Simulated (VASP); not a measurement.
# Sn8Se15 (P1) in VASP: single point with PBEsol

Aim: the single point of Sn8Se15 with PBEsol.

Everything below comes from runs of VASP 6.6.1. Logs are shortened: lines on timing, memory, paths and dates and some standing lists are left out, and cuts for length are marked.

**1. The cell of the first run**

The typed cell holds 23 atoms: a = 7.647 Å, b = 7.535 Å, c = 12.203 Å, α = 92.52°, β = 89.99°, γ = 119.08°.

**2. Single point, PBEsol**

File INCAR:

```
SYSTEM = Sn8Se15
ALGO = Normal
EDIFF = 1E-6
ENCUT = 520
GGA = PS
ISIF = 2
ISMEAR = 0
ISYM = 0
LASPH = .TRUE.
LCHARG = .FALSE.
LREAL = Auto
LWAVE = .FALSE.
NBANDS = 118
NELM = 60
PREC = Accurate
SIGMA = 0.1
```

File KPOINTS:

```
Automatic mesh
0
Gamma
  2 2 1
  0.5 0.5 0
```

File POSCAR:

```
Sn8Se15
1.0
    7.6466473454     -0.0934124598     -0.0015870821
   -3.7424261095     -6.5378913734      0.1659479938
    0.0025545773      0.3069582514    -12.1990140601
Sn Se
8 15
Direct
   -0.0044639131      0.4914915854      0.4941051054
    0.0086904882      0.5130460608      0.0070787216
    0.4804809929      0.4585792076      0.4537202598
    0.5081588924      0.5126093168      1.0027878074
    0.9660802381      0.9730924648      0.5178932334
    0.0078356441      1.0117399709     -0.0008904834
    0.5075060454     -0.0241777391      0.5207886228
    0.5072827718      0.0120004492      0.0013389372
    0.8208638725      0.1419782814      0.3721780659
    0.8350794781      0.1688011327      0.8727771267
    0.3388243905      0.1729483589      0.8705765762
    0.8629202097      0.6888371947      0.3612983019
    0.8366523385      0.6601907426      0.8725018406
    0.3247152091      0.7001648040      0.3635348777
    0.3300282668      0.6644607187      0.8725707718
    0.1807116768      0.3555079312      0.1343704903
    0.1644862680      0.3270232409      0.6211197874
    0.6789542216      0.3552331214      0.1354059536
    0.6621711792      0.3314767621      0.6225214095
    0.1836496899      0.8677812522      0.1321948351
    0.1635710564      0.8277000582      0.6359308877
    0.6807458693      0.8551827378      0.1314660432
    0.6367827800      0.7664030232      0.6270091969
```

Potentials or basis: VASP PAW PBE potentials, release 64 (Sn_d, Se).

Launch:

```
$ cat potpaw_PBE.64/Sn_d/POTCAR potpaw_PBE.64/Se/POTCAR > POTCAR
$ mpirun -np 1 vasp_std > vasp.out
```

OUTCAR:

```text
SYSTEM = Sn8Se15
   EDIFF = 1E-6
   ENCUT = 520
   GGA = PS
   ISIF = 2
   ISMEAR = 0
   ISYM = 0
   LASPH = .TRUE.
   LREAL = Auto
   NELM = 60
   PREC = Accurate

 ion  position               nearest neighbor table
   1  0.996  0.491  0.494-   9 2.68  17 2.71  21 2.74  12 2.75  19 2.75  14 2.78   5 3.74
   2  0.009  0.513  0.007-  16 2.69  13 2.69  20 2.73  10 2.73  18 2.73  15 2.73
   3  0.480  0.459  0.454-  12 2.84  23 2.86  14 2.87  19 2.93  17 2.97
   4  0.508  0.513  0.003-  22 2.68  11 2.69  15 2.71  18 2.72  13 2.74  16 2.74
   5  0.966  0.973  0.518-  17 2.60  12 2.62  23 2.63  21 2.70   9 2.75   7 3.52   1 3.74
   6  0.008  0.012  0.999-  20 2.68  10 2.68  13 2.72  16 2.73  11 2.74  22 2.75
   7  0.508  0.976  0.521-  19 2.60  14 2.60  23 2.62  21 2.72   9 2.81   5 3.52
   8  0.507  0.012  0.001-  15 2.71  11 2.71  22 2.71  20 2.72  18 2.72  10 2.72
   9  0.821  0.142  0.372-   1 2.68   5 2.75   7 2.81
  10  0.835  0.169  0.873-   6 2.68   8 2.72   2 2.73
  11  0.339  0.173  0.871-   4 2.69   8 2.71   6 2.74
  12  0.863  0.689  0.361-   5 2.62   1 2.75   3 2.84
  13  0.837  0.660  0.873-   2 2.69   6 2.72   4 2.74
  14  0.325  0.700  0.364-   7 2.60   1 2.78   3 2.87
  15  0.330  0.664  0.873-   8 2.71   4 2.71   2 2.73
  16  0.181  0.356  0.134-   2 2.69   6 2.73   4 2.74
  17  0.164  0.327  0.621-   5 2.60   1 2.71   3 2.97
  18  0.679  0.355  0.135-   4 2.72   8 2.72   2 2.73
  19  0.662  0.331  0.623-   7 2.60   1 2.75   3 2.93
  20  0.184  0.868  0.132-   6 2.68   8 2.72   2 2.73
  21  0.164  0.828  0.636-   5 2.70   7 2.72   1 2.74
  22  0.681  0.855  0.131-   4 2.68   8 2.71   6 2.75
  23  0.637  0.766  0.627-   7 2.62   5 2.63   3 2.86

IMPORTANT INFORMATION: All symmetrisations will be switched off!
NOSYMM: (Re-)initialisation of all symmetry stuff for point group C_1.

----------------------------------------------------------------------------------------

                                     Primitive cell

  volume of cell :     613.7416

  direct lattice vectors                    reciprocal lattice vectors
     7.646647345 -0.093412460 -0.001587082     0.129867181 -0.074385517 -0.001844534
    -3.742426110 -6.537891373  0.165947994    -0.001857503 -0.151988323 -0.003824802
     0.002554577  0.306958251-12.199014060    -0.000042164 -0.002057880 -0.082025628

  length of vectors
     7.647218058  7.535072364 12.202875642     0.149673285  0.152047788  0.082051449

  position of ions in fractional coordinates (direct lattice)
     0.995536087  0.491491585  0.494105105
     0.008690488  0.513046061  0.007078722
     0.480480993  0.458579208  0.453720260
     0.508158892  0.512609317  0.002787807
     0.966080238  0.973092465  0.517893233
     0.007835644  0.011739971  0.999109517
[... 15 lines left out ...]
     0.680745869  0.855182738  0.131466043
     0.636782780  0.766403023  0.627009197

  ion indices of the primitive-cell ions
   primitive index   ion index
                 1           1
                 2           2
                 3           3
                 4           4
                 5           5
                 6           6
[... 15 lines left out ...]
                22          22
                23          23

----------------------------------------------------------------------------------------

 KPOINTS: Automatic mesh

Automatic generation of k-mesh.
 Grid dimensions read from file:
 generate k-points for:    2    2    1

 Generating k-lattice:

  Cartesian coordinates                     Fractional coordinates (reciprocal lattice)
     0.064933591 -0.037192758 -0.000922267     0.500000000 -0.000000000  0.000000000
    -0.000928752 -0.075994162 -0.001912401    -0.000000000  0.500000000  0.000000000
    -0.000042164 -0.002057880 -0.082025628     0.000000000  0.000000000  1.000000000

  Length of vectors
     0.074836642  0.076023894  0.082051449

  Shift w.r.t. Gamma in fractional coordinates (k-lattice)
     0.500000000  0.500000000  0.000000000

 Subroutine IBZKPT returns following result:
 ===========================================

 Found      2 irreducible k-points:

 Following reciprocal coordinates:
            Coordinates               Weight
  0.250000  0.250000 -0.000000      2.000000
 -0.250000  0.250000  0.000000      2.000000
   k-points           NKPTS =      2   k-points in BZ     NKDIM =      2   number of bands    NBANDS=    118
   number of dos      NEDOS =    301   number of ions     NIONS =     23
   total plane-waves  NPLWV = 322560
   dimension x,y,z NGX =    60 NGY =   56 NGZ =   96
   dimension x,y,z NGXF=   120 NGYF=  112 NGZF=  192
   ions per type =               8  15
   NGX,Y,Z   is equivalent  to a cutoff of  13.04, 12.36, 13.08 a.u.
   NGXF,Y,Z  is equivalent  to a cutoff of  26.09, 24.71, 26.16 a.u.
 SYSTEM =  Sn8Se15
   PREC   = accura    normal or accurate (medium, high low for compatibility)
   ISTART =      0    job   : 0-new  1-cont  2-samecut
   ICHARG =      2    charge: 1-file 2-atom 10-const
   ISPIN  =      1    spin polarized calculation?
   LNONCOLLINEAR =      F non collinear calculations
   LSORBIT =      F    spin-orbit coupling
   LASPH  =      T    aspherical Exc in radial PAW
   ENCUT  =  520.0 eV  38.22 Ry    6.18 a.u.  14.22 14.01 22.69*2*pi/ulx,y,z
   NELM   =     60;   NELMIN=  2; NELMDL= -5     # of ELM steps
   EDIFF  = 0.1E-05   stopping-criterion for ELM
   LREAL  =      T    real-space projection
   EDIFFG = 0.1E-04   stopping-criterion for IOM
   NSW    =      0    number of steps for IOM
   IBRION =     -1    ionic relax: 0-MD 1-quasi-New 2-CG
   NFREE  =      0    steps in history (QN), initial steepest desc. (CG)
   ISIF   =      2    stress and relaxation
   ISYM   =      0    0-nonsym 1-usesym 2-fastsym
   POTIM  = 0.5000    time-step for ionic-motion
   TEBEG  =    0.0;   TEEND  =   0.0 temperature during run
   PSTRESS=    0.0 pullay stress
   NELECT =     202.0000    total number of electrons
   NUPDOWN=      -1.0000    fix difference up-down
   EMIN   =  10.00;   EMAX   =-10.00  energy-range for DOS
   EFERMI =   0.00;   METHOD = LEGACY
   ISMEAR =     0;   SIGMA  =   0.10  broadening in eV -4-tet -1-fermi 0-gaus
   EFERMI_NEDOS =   21; number of points for ismear=-14 and -15
   IALGO  =     38    algorithm
   IMIX   =      4    mixing-type and parameters
     AMIX     =   0.40;   BMIX     =  1.00
     AMIX_MAG =   1.60;   BMIX_MAG =  1.00
  volume/ion in A,a.u.               =      26.68       180.08
  Fermi-wavevector in a.u.,A,eV,Ry     =   1.130308  2.135972 17.382749  1.277596
  Thomas-Fermi vector in A             =   2.267004
   LORBIT       =      0    0 simple, 1 ext, 2 COOP (PROOUT), +10 PAW based schemes
   GGA     = PS    functional components
   LHFCALC =     F    Hartree Fock is set to
   AEXX    =    0.0000 exact exchange contribution
   IVDW    =     0    specifies the selected vdW correction
   LEPSILON=     F    determine dielectric tensor
   LRPA    =     F    only Hartree local field effects (RPA)
 non-spin polarized calculation
 Gauss-broadening in eV      SIGMA  =   0.10
  energy-cutoff  :      520.00
  volume of cell :      613.74
 maximum number of plane-waves:     16543
 NGX is ok and might be reduce to    60
   NGX = 29   NGY = 29   NGZ = 45

 number of electron     201.9999994 magnetization

 Free energy of the ion-electron system (eV)
  ---------------------------------------------------
  ext. energy  EPLUGINS =         0.00000000
  ---------------------------------------------------
  free energy    TOTEN  =       -99.16582279 eV

  energy without entropy =      -99.16581951  energy(sigma->0) =      -99.16582115

 E-fermi :   4.3881     XC(G=0):  -9.5166

 val. band max:        4.0756733263   @ k =   0.2500   0.2500  -0.0000
 cond. band min:       4.7004382277   @ k =  -0.2500   0.2500   0.0000
 fundamental gap:      0.6247649014
 Fermi energy:         4.3881132464

 k-point     1 :       0.2500    0.2500   -0.0000
  band No.  band energies     occupation
      1     -17.4733      2.00000
      2     -17.4289      2.00000
      3     -17.4227      2.00000
      4     -17.3915      2.00000
      5     -17.3775      2.00000
      6     -17.3718      2.00000
[... 105 lines left out ...]
    112       7.9604      0.00000
    113       8.0977      0.00000

 k-point     2 :      -0.2500    0.2500    0.0000
  band No.  band energies     occupation
      1     -17.4737      2.00000
      2     -17.4296      2.00000
      3     -17.4237      2.00000
      4     -17.3924      2.00000
      5     -17.3773      2.00000
      6     -17.3719      2.00000
[... 105 lines left out ...]
    112       7.4858      0.00000
    113       7.7319      0.00000
 [bands above 113 left out]

------------------------ aborting loop because EDIFF is reached ----------------------------------------

  FORCE on cell =-STRESS in cart. coord.  units (eV):
  Direction    XX          YY          ZZ          XY          YZ          ZX
  --------------------------------------------------------------------------------------
  -------------------------------------------------------------------------------------
  Total        0.3136824      0.4156930      0.2877398     -0.0194601     -0.0314132     -0.0385498
  in kB        0.8188703      1.0851700      0.7511471     -0.0508009     -0.0820044     -0.1006344
  external PRESSURE =       0.8850625 kB  Pullay stress =       0.0000000 kB

 VOLUME and BASIS-vectors are now :
 -----------------------------------------------------------------------------
  energy-cutoff  :      520.00
  volume of cell :      613.74
      direct lattice vectors                 reciprocal lattice vectors
     7.646647345 -0.093412460 -0.001587082     0.129867181 -0.074385517 -0.001844534
    -3.742426110 -6.537891373  0.165947994    -0.001857503 -0.151988323 -0.003824802
     0.002554577  0.306958251-12.199014060    -0.000042164 -0.002057880 -0.082025628

 POSITION                                       TOTAL-FORCE (eV/Angst)
 -----------------------------------------------------------------------------------
      5.77440     -3.15464     -5.94761        -0.012434      0.009600     -0.005942
     -1.85357     -3.35288     -0.00123         0.009787     -0.004366     -0.001137
      1.95903     -2.90375     -5.45960        -0.001056     -0.005876      0.001620
      1.96732     -3.39800      0.05025         0.000342      0.000296     -0.006238
      3.74687     -6.29325     -6.15784        -0.006762     -0.006459      0.011566
      0.01853      0.22920    -12.18622         0.000245      0.009047     -0.004066
[... 15 lines left out ...]
      2.00530     -5.61433     -1.46292        -0.001315      0.003198     -0.021325
      2.00265     -4.87768     -7.52272         0.002016      0.010877     -0.012880
 -----------------------------------------------------------------------------------
    total drift:                                0.012341      0.000326     -0.070976

  FREE ENERGIE OF THE ION-ELECTRON SYSTEM (eV)
  ---------------------------------------------------
  free  energy   TOTEN  =       -99.1658227900 eV

  energy  without entropy=      -99.1658195135  energy(sigma->0) =      -99.16582115
```

It took 4.6 min on 1 thread of Intel Xeon Platinum 8259CL at 2.50GHz (Skylake/Cascade Lake), shared host; peak memory 0.66 GiB.

Results:

```yaml
Free_energy: -99.1658 eV
Pressure: 0.1 GPa
Largest_force: 0.030 eV/Å
Band_gap_on_the_k_mesh: 0.62 eV (least direct gap 0.69 eV)
```

Forces on the atoms (eV/Å):
```
Sn  -0.012  0.010 -0.006
Sn   0.010 -0.004 -0.001
Sn  -0.001 -0.006  0.002
Sn   0.000  0.000 -0.006
Sn  -0.007 -0.006  0.012
Sn   0.000  0.009 -0.004
Sn  -0.007 -0.001 -0.011
Sn   0.005  0.001  0.009
Se   0.000 -0.001  0.022
Se   0.002 -0.002  0.018
Se   0.003 -0.001  0.017
Se  -0.001  0.002  0.013
Se   0.001 -0.001  0.016
Se   0.000 -0.002  0.030
Se  -0.001 -0.001  0.020
Se   0.004  0.002 -0.021
Se   0.005 -0.005 -0.016
Se   0.001  0.000 -0.016
Se  -0.003 -0.006 -0.015
Se  -0.001 -0.005 -0.012
Se   0.000  0.002 -0.016
Se  -0.001  0.003 -0.021
Se   0.002  0.011 -0.013
```

Levels at points of the mesh, in eV from the valence-band top:
```
           k point  band 98  band 99  band 100  band 101  band 102  band 103  band 104  band 105
(0.25, 0.25, 0.00)    -0.68    -0.53     -0.31      0.00      0.96      1.25      1.42      1.55
```

Caveat: the k points lie up to 0.52 Å⁻¹ apart; the PAW data sets were made with another functional, which shifts forces and pressure a little; spin-orbit coupling is left out, which moves the levels of the heavy elements; a shifted mesh leaves out Γ, where band edges can lie. A k mesh can miss the band edges.
